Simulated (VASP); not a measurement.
# CaB6 (Pm-3m) in VASP: further runs

CaB6 is run at these levels: LDA; tasks: single point, relaxation of cell and atoms.

Everything below comes from runs of VASP 6.6.1. Logs are shortened: lines on timing, memory, paths and dates and some standing lists are left out, and cuts for length are marked.

## Step 1: The cell of the first run

It takes space group Pm-3m (No. 221, cubic). The conventional cell has a = 4.089 Å, b = 4.089 Å, c = 4.089 Å, α = 90.00°, β = 90.00°, γ = 90.00°. Ca (site symmetry m-3m) has 24 B at 3.01 Å and 6 Ca at 4.09 Å within 4.1 Å. B (site symmetry 4mm) has 5 B at 1.65 to 1.72 Å within 2.2 Å.

## Step 2: Single point, LDA

INCAR reads:

```
SYSTEM = CaB6
  ALGO = Normal
  EDIFF = 1E-6
  ENCUT = 520
  GGA = CA
  ISIF = 2
  ISMEAR = 0
  LASPH = .True.
  LCHARG = .False.
  LREAL = .False.
  LWAVE = .False.
  NBANDS = 23
  NELM = 60
  PREC = Accurate
  SIGMA = 0.01
```

KPOINTS reads:

```
k-points
0
Gamma
  8 8 8
  0 0 0
```

POSCAR reads:

```
CaB6
1.0
    4.0889130466      0.0000000000      0.0000000000
    0.0000000000      4.0889130466      0.0000000000
    0.0000000000      0.0000000000      4.0889130466
Ca B
1 6
Direct
    0.5000000000      0.5000000000      0.5000000000
    0.0000000000      0.0000000000      0.2982672980
    0.0000000000      0.0000000000      0.7017327020
    0.2982672980      0.0000000000      0.0000000000
    0.7017327020      0.0000000000      0.0000000000
    0.0000000000      0.2982672980      0.0000000000
    0.0000000000      0.7017327020      0.0000000000
```

Potentials or basis: VASP PAW LDA potentials, release 64 (Ca_sv, B).

Command:

```bash
$ cat potpaw_LDA.64/Ca_sv/POTCAR potpaw_LDA.64/B/POTCAR > POTCAR
$ mpirun -np 1 vasp_std > vasp.out
```

OUTCAR:

```text
SYSTEM = CaB6
   EDIFF = 1E-6
   ENCUT = 520
   GGA = CA
   ISIF = 2
   ISMEAR = 0
   LASPH = .True.
   LREAL = .False.
   NELM = 60
   PREC = Accurate

 ion  position               nearest neighbor table
   1  0.500  0.500  0.500-
   2  0.000  0.000  0.298-   3 1.65   4 1.72   5 1.72   6 1.72   7 1.72
   3  0.000  0.000  0.702-   2 1.65   4 1.72   5 1.72   6 1.72   7 1.72
   4  0.298  0.000  0.000-   5 1.65   3 1.72   2 1.72   6 1.72   7 1.72
   5  0.702  0.000  0.000-   4 1.65   3 1.72   2 1.72   6 1.72   7 1.72
   6  0.000  0.298  0.000-   7 1.65   3 1.72   4 1.72   5 1.72   2 1.72
   7  0.000  0.702  0.000-   6 1.65   3 1.72   4 1.72   5 1.72   2 1.72

  LATTYP: Found a simple cubic cell.
 ALAT       =     4.0889130466

  Lattice vectors:

 A1 = (   4.0889130466,   0.0000000000,   0.0000000000)
 A2 = (   0.0000000000,   4.0889130466,   0.0000000000)
 A3 = (   0.0000000000,   0.0000000000,   4.0889130466)

Analysis of symmetry for initial positions (statically):
=====================================================================
 Subroutine PRICEL returns:
 Original cell was already a primitive cell.

 Routine SETGRP: Setting up the symmetry group for a
 simple cubic supercell.

 Subroutine GETGRP returns: Found 48 space group operations
 (whereof 48 operations were pure point group operations)
 out of a pool of 48 trial point group operations.

The static configuration has the point symmetry O_h .

Analysis of symmetry for dynamics (positions and initial velocities):
=====================================================================
 Subroutine PRICEL returns:
 Original cell was already a primitive cell.

 Routine SETGRP: Setting up the symmetry group for a
 simple cubic supercell.

 Subroutine GETGRP returns: Found 48 space group operations
 (whereof 48 operations were pure point group operations)
 out of a pool of 48 trial point group operations.

The dynamic configuration has the point symmetry O_h .

 Subroutine INISYM returns: Found 48 space group operations
 (whereof 48 operations are pure point group operations),
 and found     1 'primitive' translations

----------------------------------------------------------------------------------------

                                     Primitive cell

  volume of cell :      68.3634

  direct lattice vectors                    reciprocal lattice vectors
     4.088913047  0.000000000  0.000000000     0.244563772  0.000000000  0.000000000
     0.000000000  4.088913047  0.000000000     0.000000000  0.244563772  0.000000000
     0.000000000  0.000000000  4.088913047     0.000000000  0.000000000  0.244563772

  length of vectors
     4.088913047  4.088913047  4.088913047     0.244563772  0.244563772  0.244563772

  position of ions in fractional coordinates (direct lattice)
     0.500000000  0.500000000  0.500000000
     0.000000000  0.000000000  0.298267298
     0.000000000  0.000000000  0.701732702
     0.298267298  0.000000000  0.000000000
     0.701732702  0.000000000  0.000000000
     0.000000000  0.298267298  0.000000000
     0.000000000  0.701732702  0.000000000

  ion indices of the primitive-cell ions
   primitive index   ion index
                 1           1
                 2           2
                 3           3
                 4           4
                 5           5
                 6           6
                 7           7

----------------------------------------------------------------------------------------

 KPOINTS: k-points

Automatic generation of k-mesh.
 Grid dimensions read from file:
 generate k-points for:    8    8    8

 Generating k-lattice:

  Cartesian coordinates                     Fractional coordinates (reciprocal lattice)
     0.030570472  0.000000000  0.000000000     0.125000000  0.000000000  0.000000000
     0.000000000  0.030570472  0.000000000     0.000000000  0.125000000  0.000000000
     0.000000000  0.000000000  0.030570472     0.000000000  0.000000000  0.125000000

  Length of vectors
     0.030570472  0.030570472  0.030570472

  Shift w.r.t. Gamma in fractional coordinates (k-lattice)
     0.000000000  0.000000000  0.000000000

 Subroutine IBZKPT returns following result:
 ===========================================

 Found     35 irreducible k-points:

 Following reciprocal coordinates:
            Coordinates               Weight
  0.000000  0.000000  0.000000      1.000000
  0.125000  0.000000  0.000000      6.000000
  0.250000  0.000000  0.000000      6.000000
  0.375000  0.000000  0.000000      6.000000
  0.500000  0.000000  0.000000      3.000000
  0.125000  0.125000  0.000000     12.000000
[... 16 lines left out ...]
  0.375000  0.375000  0.125000     24.000000
  0.500000  0.375000  0.125000     24.000000
 [... further k-points ...]
   k-points           NKPTS =     35   k-points in BZ     NKDIM =     35   number of bands    NBANDS=     23
   number of dos      NEDOS =    301   number of ions     NIONS =      7
   total plane-waves  NPLWV =  27000
   dimension x,y,z NGX =    30 NGY =   30 NGZ =   30
   dimension x,y,z NGXF=    60 NGYF=   60 NGZF=   60
   ions per type =               1   6
   NGX,Y,Z   is equivalent  to a cutoff of  12.20, 12.20, 12.20 a.u.
   NGXF,Y,Z  is equivalent  to a cutoff of  24.39, 24.39, 24.39 a.u.
 SYSTEM =  CaB6
   PREC   = accura    normal or accurate (medium, high low for compatibility)
   ISTART =      0    job   : 0-new  1-cont  2-samecut
   ICHARG =      2    charge: 1-file 2-atom 10-const
   ISPIN  =      1    spin polarized calculation?
   LNONCOLLINEAR =      F non collinear calculations
   LSORBIT =      F    spin-orbit coupling
   LASPH  =      T    aspherical Exc in radial PAW
   ENCUT  =  520.0 eV  38.22 Ry    6.18 a.u.   7.60  7.60  7.60*2*pi/ulx,y,z
   NELM   =     60;   NELMIN=  2; NELMDL= -5     # of ELM steps
   EDIFF  = 0.1E-05   stopping-criterion for ELM
   LREAL  =      F    real-space projection
   EDIFFG = 0.1E-04   stopping-criterion for IOM
   NSW    =      0    number of steps for IOM
   IBRION =     -1    ionic relax: 0-MD 1-quasi-New 2-CG
   NFREE  =      0    steps in history (QN), initial steepest desc. (CG)
   ISIF   =      2    stress and relaxation
   ISYM   =      2    0-nonsym 1-usesym 2-fastsym
   POTIM  = 0.5000    time-step for ionic-motion
   TEBEG  =    0.0;   TEEND  =   0.0 temperature during run
   PSTRESS=    0.0 pullay stress
   NELECT =      28.0000    total number of electrons
   NUPDOWN=      -1.0000    fix difference up-down
   EMIN   =  10.00;   EMAX   =-10.00  energy-range for DOS
   EFERMI =   0.00;   METHOD = LEGACY
   ISMEAR =     0;   SIGMA  =   0.01  broadening in eV -4-tet -1-fermi 0-gaus
   EFERMI_NEDOS =   21; number of points for ismear=-14 and -15
   IALGO  =     38    algorithm
   IMIX   =      4    mixing-type and parameters
     AMIX     =   0.40;   BMIX     =  1.00
     AMIX_MAG =   1.60;   BMIX_MAG =  1.00
  volume/ion in A,a.u.               =       9.77        65.91
  Fermi-wavevector in a.u.,A,eV,Ry     =   1.215774  2.297480 20.110869  1.478107
  Thomas-Fermi vector in A             =   2.351150
   LORBIT       =      0    0 simple, 1 ext, 2 COOP (PROOUT), +10 PAW based schemes
   GGA     = CA    functional components
   LHFCALC =     F    Hartree Fock is set to
   AEXX    =    0.0000 exact exchange contribution
   IVDW    =     0    specifies the selected vdW correction
   LEPSILON=     F    determine dielectric tensor
   LRPA    =     F    only Hartree local field effects (RPA)
 non-spin polarized calculation
 Gauss-broadening in eV      SIGMA  =   0.01
  energy-cutoff  :      520.00
  volume of cell :       68.36
 maximum number of plane-waves:      1856
   NGX = 15   NGY = 15   NGZ = 15

 number of electron      28.0000006 magnetization

 Free energy of the ion-electron system (eV)
  ---------------------------------------------------
  ext. energy  EPLUGINS =         0.00000000
  ---------------------------------------------------
  free energy    TOTEN  =       -49.84303385 eV

  energy without entropy =      -49.84302052  energy(sigma->0) =      -49.84302719

 E-fermi :   4.9007     XC(G=0): -10.9886

 val. band max:        4.8855725601   @ k =   0.3750   0.0000   0.0000
 cond. band min:       4.9158684491   @ k =   0.3750   0.0000   0.0000
 fundamental gap:      0.0302958890
 Fermi energy:         4.9007205048

 k-point     1 :       0.0000    0.0000    0.0000
  band No.  band energies     occupation
      1     -35.6048      2.00000
      2     -16.8991      2.00000
      3     -16.8991      2.00000
      4     -16.8991      2.00000
      5      -9.6751      2.00000
      6      -2.1808      2.00000
[... 15 lines left out ...]
     22       9.7048      0.00000
     23      10.9316      0.00000

 k-point     2 :       0.1250    0.0000    0.0000
  band No.  band energies     occupation
      1     -35.6043      2.00000
      2     -16.9105      2.00000
      3     -16.8978      2.00000
      4     -16.8978      2.00000
      5      -9.6223      2.00000
      6      -2.8598      2.00000
[... 15 lines left out ...]
     22       9.5570      0.00000
     23      10.4452      0.00000

 k-point     3 :       0.2500    0.0000    0.0000
  band No.  band energies     occupation
      1     -35.6032      2.00000
      2     -16.9376      2.00000
      3     -16.8947      2.00000
      4     -16.8947      2.00000
      5      -9.4862      2.00000
      6      -3.7516      2.00000
[... 15 lines left out ...]
     22      10.0357      0.00000
     23      10.4578      0.00000
[... 495 lines left out ...]
 k-point    23 :       0.3750    0.3750    0.1250
  band No.  band energies     occupation
      1     -35.5989      2.00000
      2     -16.9504      2.00000
      3     -16.9483      2.00000
      4     -16.8941      2.00000
      5      -9.1032      2.00000
      6      -3.8301      2.00000
[... 15 lines left out ...]
     22      11.9828      0.00000
     23      12.5269      0.00000

 k-point    24 :       0.5000    0.3750    0.1250
  band No.  band energies     occupation
      1     -35.5984      2.00000
      2     -16.9594      2.00000
      3     -16.9472      2.00000
      4     -16.8928      2.00000
      5      -9.0648      2.00000
      6      -3.9494      2.00000
[... 15 lines left out ...]
     22      11.8853      0.00000
     23      13.1755      0.00000

 [... further k-points ...]

------------------------ aborting loop because EDIFF is reached ----------------------------------------

  FORCE on cell =-STRESS in cart. coord.  units (eV):
  Direction    XX          YY          ZZ          XY          YZ          ZX
  --------------------------------------------------------------------------------------
  -------------------------------------------------------------------------------------
  Total        0.1202636      0.1202636      0.1202636      0.0000000      0.0000000     -0.0000000
  in kB        2.8185211      2.8185211      2.8185211      0.0000000      0.0000000     -0.0000000
  external PRESSURE =       2.8185211 kB  Pullay stress =       0.0000000 kB

 VOLUME and BASIS-vectors are now :
 -----------------------------------------------------------------------------
  energy-cutoff  :      520.00
  volume of cell :       68.36
      direct lattice vectors                 reciprocal lattice vectors
     4.088913047  0.000000000  0.000000000     0.244563772  0.000000000  0.000000000
     0.000000000  4.088913047  0.000000000     0.000000000  0.244563772  0.000000000
     0.000000000  0.000000000  4.088913047     0.000000000  0.000000000  0.244563772

 POSITION                                       TOTAL-FORCE (eV/Angst)
 -----------------------------------------------------------------------------------
      2.04446      2.04446      2.04446         0.000000      0.000000      0.000000
      0.00000      0.00000      1.21959         0.000000      0.000000      0.022020
      0.00000      0.00000      2.86932         0.000000      0.000000     -0.022020
      1.21959      0.00000      0.00000         0.022020      0.000000      0.000000
      2.86932      0.00000      0.00000        -0.022020      0.000000      0.000000
      0.00000      1.21959      0.00000        -0.000000      0.022020      0.000000
      0.00000      2.86932      0.00000         0.000000     -0.022020      0.000000
 -----------------------------------------------------------------------------------
    total drift:                                0.000000      0.000000     -0.000000

  FREE ENERGIE OF THE ION-ELECTRON SYSTEM (eV)
  ---------------------------------------------------
  free  energy   TOTEN  =       -49.8430338535 eV

  energy  without entropy=      -49.8430205244  energy(sigma->0) =      -49.84302719
```

Wall time 24 s (1 thread of Intel Xeon 6975P-C (Granite Rapids), shared host); peak memory 0.17 GiB.

Results:

```
Free energy            : -49.8430 eV
Pressure               : 0.3 GPa
Largest force          : 0.022 eV/Å
Band gap on the k mesh : 0.03 eV
```

Forces in eV/Å, atoms in the order of the input:
```
Ca   0.000  0.000  0.000
B    0.000  0.000  0.022
B    0.000  0.000 -0.022
B    0.022  0.000  0.000
B   -0.022  0.000  0.000
B    0.000  0.022  0.000
B    0.000 -0.022  0.000
```

A k mesh can miss the band edges.

## Step 3: Relaxation of cell and atoms, LDA

This run uses another cell than the first one, of 10.19 Å³/atom.

INCAR reads:

```
ALGO     = Normal         # electronic algorithm
EDIFF    = 1E-7           # SCF threshold, eV
EDIFFG   = -0.005         # ionic threshold
ENCUT    = 600            # plane-wave cutoff, eV
IBRION   = 2              # ionic algorithm
ISIF     = 3              # what is computed and relaxed
ISMEAR   = 0              # smearing method
LASPH    = True           # aspherical terms in the spheres
LCHARG   = False          # write CHGCAR
LREAL    = False          # projectors in reciprocal space
LWAVE    = False          # write WAVECAR
NELM     = 100            # most SCF steps
NSW      = 70             # ionic steps
PREC     = Accurate       # precision mode
SIGMA    = 0.01           # smearing width, eV
```

KPOINTS reads:

```
k-points
0
Gamma
  8 8 8
```

POSCAR reads:

```
CaB6
1.0
    4.1477324288      0.0000000000      0.0000000000
    0.0000000000      4.1477324288      0.0000000000
    0.0000000000      0.0000000000      4.1477324288
Ca B
1 6
Direct
    0.5000000000      0.5000000000      0.5000000000
    0.0000000000      0.0000000000      0.2982058713
    0.0000000000      0.0000000000      0.7017941287
    0.2982058713      0.0000000000      0.0000000000
    0.7017941287      0.0000000000      0.0000000000
    0.0000000000      0.2982058713      0.0000000000
    0.0000000000      0.7017941287      0.0000000000
```

Potentials or basis: VASP PAW LDA potentials, release 64 (Ca_sv, B).

Command:

```bash
$ cat potpaw_LDA.64/Ca_sv/POTCAR potpaw_LDA.64/B/POTCAR > POTCAR
$ mpirun -np 1 vasp_std > vasp.out
```

It took 1.8 min on 1 thread of Intel Xeon 6975P-C (Granite Rapids), shared host; peak memory 0.21 GiB.

It converged, with:

| Quantity | Value |
| --- | --- |
| Free energy | -49.8497 eV |
| Relaxed volume | 9.78 Å³/atom |
| Relaxed cell | a = 4.091 Å, b = 4.091 Å, c = 4.091 Å, α = 90.00°, β = 90.00°, γ = 90.00° |
| Space group after relaxing (to 0.1 Å) | Pm-3m (No. 221) |
| Energy gained by relaxing | 8.4 meV/atom |
| Ionic steps | 6 |
| Pressure after relaxing | 0.0 GPa |
| Band gap on the k mesh | 0.03 eV |

Forces in eV/Å, atoms in the order of the input:
```
Ca   0.000  0.000  0.000
B    0.000  0.000 -0.003
B    0.000  0.000  0.003
B   -0.003  0.000  0.000
B    0.003  0.000  0.000
B    0.000 -0.003  0.000
B    0.000  0.003  0.000
```

Step by step:
```csv
step,energy change (eV),largest force (eV/Å),pressure (GPa),volume (Å³)
1,0.0000,0.1722,-6.35,71.36
2,-0.0261,0.7262,3.77,67.27
3,-0.0524,0.3303,-0.66,68.92
4,-0.0469,0.4574,0.97,67.85
5,-0.0586,0.0194,0.01,68.46
6,-0.0586,0.0027,-0.02,68.48
```

Final structure:
```xyz
7
Lattice="4.0913 0.0000 0.0000 0.0000 4.0913 0.0000 0.0000 0.0000 4.0913" Properties=species:S:1:pos:R:3 pbc="T T T"
Ca    2.0456    2.0456    2.0456
B     0.0000    0.0000    1.2206
B     0.0000    0.0000    2.8707
B     1.2206    0.0000    0.0000
B     2.8707    0.0000    0.0000
B     0.0000    1.2206    0.0000
B     0.0000    2.8707    0.0000
```

Levels at points of the mesh, in eV from the valence-band top:
```tsv
k point	band 10	band 11	band 12	band 13	band 14	band 15	band 16	band 17	band 18
(0.00, 0.00, 0.00)	-5.22	-5.22	-0.35	-0.35	-0.35	2.87	2.87	2.87	3.33
(0.50, 0.00, 0.00)	-4.77	-2.44	-2.44	-1.80	-0.24	0.07	3.24	3.24	3.80
(0.50, 0.50, 0.00)	-5.12	-2.80	-2.80	-1.49	-1.49	3.12	3.12	4.04	4.40
(0.50, 0.50, 0.50)	-4.47	-4.47	-1.10	-1.10	-1.10	4.26	4.79	4.79	4.95
```

A k mesh can miss the band edges. LDA usually gives volumes a few per cent too small.
